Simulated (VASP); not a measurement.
A run of VASP 6.6.1:

INCAR

```
SYSTEM = SiC
  PREC = Accurate
  ENCUT = 520
  EDIFF = 1E-6
  ISMEAR = 0
  SIGMA = 0.05
  LREAL = .FALSE.
  LASPH = .TRUE.
  NELM = 100
  ALGO = Normal
  ISIF = 2
  LWAVE = .FALSE.
  LCHARG = .FALSE.
  GGA = PS
  NBANDS = 26
```

File KPOINTS:

```
Automatic mesh
0
G
  12 12 4
  0 0 0
```

Contents of POSCAR:

```
SiC
1.0
    3.0780670561      0.0000000000      0.0000000000
   -1.5390335280      2.6656842651      0.0000000000
    0.0000000000      0.0000000000     10.0758090271
Si C
4 4
Direct
    0.6683738625      0.3333333333      0.9378278417
    0.3316261375      0.6666666667      0.4378278417
    0.0017618921      0.0000000000      0.6878973493
   -0.0017618921      0.0000000000      0.1878973493
    0.6617934785      0.3333333333      0.7498191684
    0.3382065215      0.6666666667      0.2498191684
    0.0037109680      0.0000000000      0.5004546406
   -0.0037109680      0.0000000000      0.0004546406
```

Potentials or basis: VASP PAW PBE potentials, release 64 (Si, C).

The run is started by

```bash
$ cat potpaw_PBE.64/Si/POTCAR potpaw_PBE.64/C/POTCAR > POTCAR
$ mpirun -np 1 vasp_std > vasp.out
```

Hardware: 1 thread of AMD EPYC 7R43 64-Core Processor (Zen 3) (shared host).

Problem. Estimate the wall time of this run.

Solution. It took 8.9 min on 1 thread of AMD EPYC 7R43 64-Core Processor (Zen 3), with other jobs on the host, peak memory 0.41 GiB. Counts: scf iterations 12, k points 222.
